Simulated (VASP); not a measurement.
A run of VASP 6.6.1 is set up as follows.

INCAR

```
PREC     = Accurate       # precision mode
ENCUT    = 520            # plane-wave cutoff, eV
EDIFF    = 1E-6           # SCF threshold, eV
ISMEAR   = -1             # smearing method
SIGMA    = 0.05           # smearing width, eV
LREAL    = Auto         
LASPH    = True           # aspherical terms in the spheres
NELM     = 100            # most SCF steps
ALGO     = Normal         # electronic algorithm
ISIF     = 2              # what is computed and relaxed
LWAVE    = False          # write WAVECAR
LCHARG   = False          # write CHGCAR
GGA      = PE             # functional
ISYM     = 0            
NBANDS   = 116            # bands
```

The input KPOINTS:

```
Automatic mesh
0
Gamma
  1 1 1
  0.25 0.25 0.25
```

The input POSCAR:

```
Ta7Mo9
1.0
    6.4357620000      0.0753480000     -0.1865720000
    0.0753480000      6.5467160000      0.2328530000
   -0.1865720000      0.2328530000      6.2967750000
Mo Ta
9 7
Direct
    0.5280705459      0.7299058070      0.7346777392
    0.7638907118      0.4738488696      0.9857394439
    0.5066365922      0.7306157820      0.2238704933
    0.5104469968      0.2403790662      0.2292062414
    0.0185621638      0.7487663874      0.2269564468
    0.2756164350      0.9823567726      0.9853429077
    0.0216592848      0.2343469543      0.2359388139
    0.2796309891      0.4824010928     -0.0265128147
    0.2484226635      0.9784616179      0.4967104573
    0.0216209551      0.2400054473      0.7207525879
    1.0168631340      0.7236586965      0.7521029559
    0.5029646404      0.2328885769      0.7237924676
    0.2677669507      0.5006283496      0.4750536588
    0.7572946072      0.4957043007      0.4734535911
    0.7569032613      0.9866881465      0.4730786252
    0.7487356935     -0.0168676077      0.9973189115
```

Potentials or basis: VASP PAW PBE potentials, release 64 (Mo_sv, Ta_pv).

Command:

```sh
$ cat potpaw_PBE.64/Mo_sv/POTCAR potpaw_PBE.64/Ta_pv/POTCAR > POTCAR
$ mpirun -np 1 vasp_std > vasp.out
```

Problem. Estimate the pressure.

Solution. 7.4 GPa.

Problem. What does it give for the largest force?

Solution. 1.633 eV/Å.

Forces in eV/Å, atoms in the order of the input:
```
Mo  -0.898  0.595 -0.565
Mo   0.709  0.357  0.140
Mo  -0.039  0.649  0.608
Mo  -0.051  0.018 -0.333
Mo   0.415  0.406 -0.321
Mo  -0.907 -0.261  0.377
Mo  -0.128  0.033 -0.570
Mo  -0.886 -0.397  1.312
Mo   1.000  0.124 -0.789
Ta  -0.281  0.000  1.178
Ta   0.169  0.092 -0.332
Ta   0.746 -0.383  0.495
Ta  -0.985 -0.106 -1.037
Ta   0.622 -0.394 -0.505
Ta  -0.289  0.021  0.585
Ta   0.802 -0.756 -0.243
```

Caveat: the k points lie up to 1.00 Å⁻¹ apart.
